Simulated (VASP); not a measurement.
B2SbI3: single point with PBE

Crystal: B2SbI3.

```
CELL_PARAMETERS angstrom
4.79793 0.00000 0.00000
0.00000 4.79793 0.00000
0.00000 0.00000 9.70619
ATOMIC_POSITIONS crystal
B 0.00000 0.50000 0.00000
B 0.50000 0.00000 0.00000
Sb 0.00000 0.00000 0.50000
I 0.50000 0.50000 0.00000
I 0.00000 0.00000 0.18859
I 0.00000 0.00000 0.81141
```

The cell was generated, and may not be a known phase.

```yaml
Program: VASP 6.6.1
Task: single point
Functional: PBE
Potentials_or_basis: VASP PAW PBE potentials, release 64 (B, Sb, I)
Cutoff: 520 eV
k_mesh: 8 × 8 × 4
Occupations: gaussian, width 0.1 eV
Spin: no spin polarisation
Dipole_correction: no
Further_INCAR_settings: ALGO = Normal; EDIFF = 1e-06; NBANDS = 25
```

The pressure is 0.0 GPa, the largest force is 0.006 eV/Å and the band gap on the k mesh is zero (bands 16 and 17 overlap by 0.34 eV).

Forces on the atoms (eV/Å):
```
B    0.000  0.000  0.000
B    0.000  0.000  0.000
Sb   0.000  0.000  0.000
I    0.000  0.000  0.000
I    0.000  0.000  0.006
I    0.000  0.000 -0.006
```

Levels at points of the mesh, in eV from the Fermi level:
| k point | band 14 | band 15 | band 16 | band 17 | band 18 | band 19 |
| --- | --- | --- | --- | --- | --- | --- |
| (0.00, 0.00, 0.00) | -2.76 | -1.37 | 0.13 | 0.20 | 0.20 | 1.79 |
| (0.50, 0.00, 0.00) | -2.18 | -0.54 | -0.05 | 0.14 | 0.22 | 1.21 |
| (0.50, 0.50, 0.00) | -0.44 | -0.44 | 0.06 | 1.51 | 1.51 | 1.55 |
| (0.00, 0.00, 0.50) | -2.45 | -1.79 | 0.13 | 0.50 | 0.50 | 1.42 |
| (0.50, 0.00, 0.50) | -2.08 | -0.76 | -0.06 | 0.29 | 0.65 | 1.05 |
| (0.50, 0.50, 0.50) | -0.72 | -0.72 | -0.26 | 0.06 | 1.42 | 1.42 |

It took 2.7 min on 1 thread of AMD EPYC 9R45 96-Core Processor (Zen 5) (shared host), peak memory 0.41 GiB.

Caveat: semilocal functionals underestimate gaps, and a narrow one can read as zero; spin-orbit coupling is left out, which moves the levels of the heavy elements.
